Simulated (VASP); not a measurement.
# W (Im-3m) in VASP: notebook

W is run at these levels: r2SCAN; tasks: single point.

Program: VASP 6.6.1. These are calculated values, not measurements. Logs are shortened: lines on timing, memory, paths and dates and some standing lists are left out, and cuts for length are marked.

**1. The cell of the first run**

It takes space group Im-3m (No. 229, cubic). Conventional cell: a = 3.165 Å, b = 3.165 Å, c = 3.165 Å, α = 90.00°, β = 90.00°, γ = 90.00°. W (site symmetry m-3m) has 14 W at 2.74 to 3.16 Å within 3.6 Å.

**2. Single point, r2SCAN**

Contents of POSCAR:

```
W
1.0
    2.7407020000      0.0000000000      0.0000000000
   -0.9135673047      2.5839586360      0.0000000000
   -0.9135673047     -1.2919792573      2.2377738561
W
1
Direct
    0.0000000000      0.0000000000      0.0000000000
```

Contents of INCAR.step1:

```
SYSTEM = W
  ALGO = Normal
  EDIFF = 1E-4
  ENCUT = 520
  GGA = PE
  ISMEAR = -1
  LASPH = .True.
  LCHARG = .False.
  LREAL = .False.
  LWAVE = .True.
  NBANDS = 13
  NELM = 80
  PREC = Accurate
  SIGMA = 0.1
```

Contents of INCAR.step2:

```
SYSTEM = W
  ALGO = Normal
  EDIFF = 1E-6
  ENCUT = 520
  ISIF = 2
  ISMEAR = -1
  ISTART = 1
  LASPH = .True.
  LCHARG = .False.
  LMIXTAU = .True.
  LREAL = .False.
  LWAVE = .False.
  METAGGA = R2SCAN
  NBANDS = 13
  NELM = 80
  PREC = Accurate
  SIGMA = 0.1
```

Contents of KPOINTS:

```
k-points
0
Gamma
  3 3 3
  0 0 0
```

Potentials or basis: VASP PAW PBE potentials, release 64 (W_sv).

Started as:

```sh
> cat potpaw_PBE.64/W_sv/POTCAR > POTCAR
> cp INCAR.step1 INCAR
> mpirun -np 1 vasp_std > vasp.out
> cp INCAR.step2 INCAR
> mpirun -np 1 vasp_std > vasp.out
```

OUTCAR:

```text
SYSTEM = W
   EDIFF = 1E-6
   ENCUT = 520
   ISIF = 2
   ISMEAR = -1
   ISTART = 1
   LASPH = .True.
   LREAL = .False.
   METAGGA = R2SCAN
   NELM = 80
   PREC = Accurate

 ion  position               nearest neighbor table
   1  0.000  0.000  0.000-

  LATTYP: Found a body centered cubic cell.
 ALAT       =     3.1646900749

  Lattice vectors:

 A1 = (   2.7407020000,   0.0000000000,   0.0000000000)
 A2 = (  -0.9135673047,   2.5839586360,   0.0000000000)
 A3 = (  -0.9135673047,  -1.2919792573,   2.2377738561)

Analysis of symmetry for initial positions (statically):
=====================================================================
 Subroutine PRICEL returns:
 Original cell was already a primitive cell.

 Routine SETGRP: Setting up the symmetry group for a
 body centered cubic supercell.

 Subroutine GETGRP returns: Found 48 space group operations
 (whereof 48 operations were pure point group operations)
 out of a pool of 48 trial point group operations.

The static configuration has the point symmetry O_h .

Analysis of symmetry for dynamics (positions and initial velocities):
=====================================================================
 Subroutine PRICEL returns:
 Original cell was already a primitive cell.

 Routine SETGRP: Setting up the symmetry group for a
 body centered cubic supercell.

 Subroutine GETGRP returns: Found 48 space group operations
 (whereof 48 operations were pure point group operations)
 out of a pool of 48 trial point group operations.

The dynamic configuration has the point symmetry O_h .

 Subroutine INISYM returns: Found 48 space group operations
 (whereof 48 operations are pure point group operations),
 and found     1 'primitive' translations

----------------------------------------------------------------------------------------

                                     Primitive cell

  volume of cell :      15.8476

  direct lattice vectors                    reciprocal lattice vectors
     2.740702000  0.000000000  0.000000000     0.364870022  0.129001029  0.223436329
    -0.913567305  2.583958636  0.000000000     0.000000000  0.387003099  0.223436329
    -0.913567305 -1.291979257  2.237773856     0.000000000  0.000000000  0.446872680

  length of vectors
     2.740702000  2.740702000  2.740702000     0.446872680  0.446872680  0.446872680

  position of ions in fractional coordinates (direct lattice)
     0.000000000  0.000000000  0.000000000

  ion indices of the primitive-cell ions
   primitive index   ion index
                 1           1

----------------------------------------------------------------------------------------

 KPOINTS: k-points

Automatic generation of k-mesh.
 Grid dimensions read from file:
 generate k-points for:    3    3    3

 Generating k-lattice:

  Cartesian coordinates                     Fractional coordinates (reciprocal lattice)
     0.121623341  0.043000343  0.074478776     0.333333333  0.000000000 -0.000000000
     0.000000000  0.129001033  0.074478776     0.000000000  0.333333333  0.000000000
     0.000000000  0.000000000  0.148957560     0.000000000  0.000000000  0.333333333

  Length of vectors
     0.148957560  0.148957560  0.148957560

  Shift w.r.t. Gamma in fractional coordinates (k-lattice)
     0.000000000  0.000000000  0.000000000

 Subroutine IBZKPT returns following result:
 ===========================================

 Found      4 irreducible k-points:

 Following reciprocal coordinates:
            Coordinates               Weight
  0.000000  0.000000  0.000000      1.000000
  0.333333  0.000000  0.000000     12.000000
  0.333333  0.333333  0.000000      8.000000
 -0.333333  0.333333  0.333333      6.000000
   k-points           NKPTS =      4   k-points in BZ     NKDIM =      4   number of bands    NBANDS=     13
   number of dos      NEDOS =    301   number of ions     NIONS =      1
   total plane-waves  NPLWV =   8000
   dimension x,y,z NGX =    20 NGY =   20 NGZ =   20
   dimension x,y,z NGXF=    40 NGYF=   40 NGZF=   40
   ions per type =               1
   NGX,Y,Z   is equivalent  to a cutoff of  12.13, 12.13, 12.13 a.u.
   NGXF,Y,Z  is equivalent  to a cutoff of  24.26, 24.26, 24.26 a.u.
 SYSTEM =  W
   PREC   = accura    normal or accurate (medium, high low for compatibility)
   ISTART =      1    job   : 0-new  1-cont  2-samecut
   ICHARG =      0    charge: 1-file 2-atom 10-const
   ISPIN  =      1    spin polarized calculation?
   LNONCOLLINEAR =      F non collinear calculations
   LSORBIT =      F    spin-orbit coupling
   LASPH  =      T    aspherical Exc in radial PAW
   ENCUT  =  520.0 eV  38.22 Ry    6.18 a.u.   5.10  5.10  5.10*2*pi/ulx,y,z
   NELM   =     80;   NELMIN=  2; NELMDL=  0     # of ELM steps
   EDIFF  = 0.1E-05   stopping-criterion for ELM
   LREAL  =      F    real-space projection
   EDIFFG = 0.1E-04   stopping-criterion for IOM
   NSW    =      0    number of steps for IOM
   IBRION =     -1    ionic relax: 0-MD 1-quasi-New 2-CG
   NFREE  =      0    steps in history (QN), initial steepest desc. (CG)
   ISIF   =      2    stress and relaxation
   ISYM   =      2    0-nonsym 1-usesym 2-fastsym
   POTIM  = 0.5000    time-step for ionic-motion
   TEBEG  =    0.0;   TEEND  =   0.0 temperature during run
   PSTRESS=    0.0 pullay stress
   NELECT =      14.0000    total number of electrons
   NUPDOWN=      -1.0000    fix difference up-down
   EMIN   =  10.00;   EMAX   =-10.00  energy-range for DOS
   EFERMI =   0.00;   METHOD = LEGACY
   ISMEAR =    -1;   SIGMA  =   0.10  broadening in eV -4-tet -1-fermi 0-gaus
   EFERMI_NEDOS =   21; number of points for ismear=-14 and -15
   IALGO  =     38    algorithm
   IMIX   =      4    mixing-type and parameters
     AMIX     =   0.40;   BMIX     =  1.00
     AMIX_MAG =   1.60;   BMIX_MAG =  1.00
  volume/ion in A,a.u.               =      15.85       106.94
  Fermi-wavevector in a.u.,A,eV,Ry     =   1.570832  2.968441 33.572541  2.467512
  Thomas-Fermi vector in A             =   2.672506
   LORBIT       =      0    0 simple, 1 ext, 2 COOP (PROOUT), +10 PAW based schemes
   METAGGA = R2SCAN    functional components
   LHFCALC =     F    Hartree Fock is set to
   AEXX    =    0.0000 exact exchange contribution
   IVDW    =     0    specifies the selected vdW correction
   LEPSILON=     F    determine dielectric tensor
   LRPA    =     F    only Hartree local field effects (RPA)
 non-spin polarized calculation
  energy-cutoff  :      520.00
  volume of cell :       15.85
 maximum number of plane-waves:       434
   NGX = 11   NGY = 11   NGZ = 11

 number of electron      14.0000004 magnetization

 Free energy of the ion-electron system (eV)
  ---------------------------------------------------
  ext. energy  EPLUGINS =         0.00000000
  ---------------------------------------------------
  free energy    TOTEN  =       -50.96848917 eV

  energy without entropy =      -50.90811405  energy(sigma->0) =      -50.93830161

 E-fermi :  12.1515     XC(G=0): -14.9770

 val. band max:        9.9923115418   @ k =   0.0000   0.0000   0.0000
 cond. band min:      12.1851187546   @ k =  -0.3333   0.3333   0.3333
 fundamental gap:      2.1928072129
 Fermi energy:        12.1514718597

 k-point     1 :       0.0000    0.0000    0.0000
  band No.  band energies     occupation
      1     -64.8928      2.00000
      2     -27.7462      2.00000
      3     -27.7462      2.00000
      4     -27.7462      2.00000
      5       1.1662      2.00000
      6       9.9923      2.00000
      7       9.9923      2.00000
      8       9.9923      2.00000
      9      13.8148      0.00000
     10      13.8148      0.00000
     11      26.5508      0.00000
     12      26.5509      0.00000
     13      26.5509      0.00000

 k-point     2 :       0.3333    0.0000    0.0000
  band No.  band energies     occupation
      1     -64.7800      2.00000
      2     -28.7914      2.00000
      3     -28.0802      2.00000
      4     -27.7520      2.00000
      5       4.5534      2.00000
      6       8.0409      2.00000
      7       9.6877      2.00000
      8      13.4677      0.00000
      9      14.2606      0.00000
     10      14.7851      0.00000
     11      25.2338      0.00000
     12      26.1714      0.00000
     13      33.3925      0.00000

 k-point     3 :       0.3333    0.3333    0.0000
  band No.  band energies     occupation
      1     -64.7229      2.00000
      2     -28.6974      2.00000
      3     -28.6973      2.00000
      4     -27.9202      2.00000
      5       6.7029      2.00000
      6       8.4294      2.00000
      7       8.4294      2.00000
      8      14.2901      0.00000
      9      14.2901      0.00000
     10      19.9964      0.00000
     11      22.9467      0.00000
     12      22.9467      0.00000
     13      29.6006      0.00000

 k-point     4 :      -0.3333    0.3333    0.3333
  band No.  band energies     occupation
      1     -64.6891      2.00000
      2     -28.6525      2.00000
      3     -28.4551      2.00000
      4     -28.4551      2.00000
      5       6.5794      2.00000
      6       6.7120      2.00000
      7      12.1851      0.83333
      8      12.1851      0.83332
      9      14.3973      0.00000
     10      15.5770      0.00000
     11      27.2079      0.00000
     12      27.2079      0.00000
     13      28.4204      0.00000

------------------------ aborting loop because EDIFF is reached ----------------------------------------

  FORCE on cell =-STRESS in cart. coord.  units (eV):
  Direction    XX          YY          ZZ          XY          YZ          ZX
  --------------------------------------------------------------------------------------
  -------------------------------------------------------------------------------------
  Total        1.0783958      1.0783958      1.0783958      0.0000000      0.0000000      0.0000000
  in kB      109.0247753    109.0247762    109.0247796      0.0000012      0.0000030      0.0000021
  external PRESSURE =     109.0247770 kB  Pullay stress =       0.0000000 kB

 VOLUME and BASIS-vectors are now :
 -----------------------------------------------------------------------------
  energy-cutoff  :      520.00
  volume of cell :       15.85
      direct lattice vectors                 reciprocal lattice vectors
     2.740702000  0.000000000  0.000000000     0.364870022  0.129001029  0.223436329
    -0.913567305  2.583958636  0.000000000     0.000000000  0.387003099  0.223436329
    -0.913567305 -1.291979257  2.237773856     0.000000000  0.000000000  0.446872680

 POSITION                                       TOTAL-FORCE (eV/Angst)
 -----------------------------------------------------------------------------------
      0.00000      0.00000      0.00000        -0.000000     -0.000000      0.000000
 -----------------------------------------------------------------------------------
    total drift:                               -0.000000      0.000000      0.000000

  FREE ENERGIE OF THE ION-ELECTRON SYSTEM (eV)
  ---------------------------------------------------
  free  energy   TOTEN  =       -50.9684891661 eV

  energy  without entropy=      -50.9081140507  energy(sigma->0) =      -50.93830161
```

Wall time 6.4 s (1 thread of Intel Xeon Platinum 8488C (Sapphire Rapids), shared host); peak memory 0.12 GiB.

Results:

```yaml
Free_energy: -50.9685 eV
Pressure: 10.9 GPa
Band_gap_on_the_k_mesh: zero (band 7 reaches 12.19 eV, above the bottom of band 8 at 9.99 eV)
```

Levels at points of the mesh, in eV from the Fermi level:
| k point | band 5 | band 6 | band 7 | band 8 | band 9 | band 10 |
| --- | --- | --- | --- | --- | --- | --- |
| (0.00, 0.00, 0.00) | -10.99 | -2.16 | -2.16 | -2.16 | 1.66 | 1.66 |

Caveat: the k points lie up to 0.94 Å⁻¹ apart; the PAW data sets were made with another functional, which shifts forces and pressure a little; spin-orbit coupling is left out, which moves the levels of the heavy elements.

**3. Single point, r2SCAN**

POSCAR is that of step 2.

Contents of INCAR.step1:

```
SYSTEM = W
PREC = Accurate ; ENCUT = 520
ISMEAR = -1 ; SIGMA = 0.1
LREAL = .False. ; LASPH = .True.
NELM = 60 ; NBANDS = 13
GGA = PE ; ALGO = Normal
EDIFF = 1E-4 ; LWAVE = .True.
LCHARG = .False.
```

Contents of INCAR.step2:

```
SYSTEM = W
PREC = Accurate ; ENCUT = 520
EDIFF = 1E-6 ; ISMEAR = -1
SIGMA = 0.1 ; LREAL = .False.
LASPH = .True. ; NELM = 60
ALGO = Normal ; ISIF = 2
LWAVE = .False. ; LCHARG = .False.
METAGGA = R2SCAN ; LMIXTAU = .True.
NBANDS = 13 ; ISTART = 1
```

Contents of KPOINTS:

```
Automatic mesh
0
Gamma
  5 5 5
  0 0 0
```

Potentials or basis: VASP PAW PBE potentials, release 64 (W_sv).

Started as:

```sh
> cat potpaw_PBE.64/W_sv/POTCAR > POTCAR
> cp INCAR.step1 INCAR
> mpirun -np 1 vasp_std > vasp.out
> cp INCAR.step2 INCAR
> mpirun -np 1 vasp_std > vasp.out
```

Wall time 7.6 s (1 thread of Intel Xeon Platinum 8488C (Sapphire Rapids), shared host); peak memory 0.12 GiB.

The run converged. Its results:

| Item | Value |
| --- | --- |
| Free energy | -51.4101 eV |
| Pressure | 1.9 GPa |
| Band gap on the k mesh | zero (band 7 reaches 14.01 eV, above the bottom of band 8 at 10.00 eV) |

Levels at points of the mesh, in eV from the Fermi level:
```tsv
k point	band 3	band 4	band 5	band 6	band 7	band 8	band 9	band 10	band 11	band 12
(0.00, 0.00, 0.00)	-38.62	-38.62	-9.75	-0.91	-0.91	-0.91	2.93	2.93	15.64	15.64
```

Caveat: the k points lie up to 0.56 Å⁻¹ apart; the PAW data sets were made with another functional, which shifts forces and pressure a little; spin-orbit coupling is left out, which moves the levels of the heavy elements.
